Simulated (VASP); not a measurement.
A run of VASP 6.6.1:

The input INCAR:

```
  PREC = Accurate
  ENCUT = 500
  EDIFF = 1E-6
  ISMEAR = 0
  SIGMA = 0.019000000000000003
  LREAL = False
  LASPH = True
  NELM = 120
  ALGO = Normal
  ISIF = 2
  LWAVE = False
  LCHARG = True
  GGA = PE
  LELF = True
  LVHAR = True
  NBANDS = 19
  GGA_COMPAT = False
```

File KPOINTS:

```
regular mesh
0
Gamma
  9 9 5
```

File POSCAR:

```
Zr
1.0
    3.2320000000      0.0000000000      0.0000000000
   -1.6160000000      2.7989941050      0.0000000000
    0.0000000000      0.0000000000      5.1470000000
Zr
2
Direct
    0.6666666667      0.3333333333      0.7500000000
    0.3333333333      0.6666666667      0.2500000000
```

Potentials or basis: VASP PAW PBE potentials, release 64 (Zr_sv).

Run with:

```console
$ cat potpaw_PBE.64/Zr_sv/POTCAR > POTCAR
$ mpirun -np 1 vasp_std > vasp.out
```

Hardware: 1 thread of AMD EPYC 7R43 64-Core Processor (Zen 3) (shared host).

Q: How long does it take, and how much memory?

A: It took 34 s on 1 thread of AMD EPYC 7R43 64-Core Processor (Zen 3) (shared host), peak memory 0.13 GiB. Counts: scf iterations 12, k points 36.
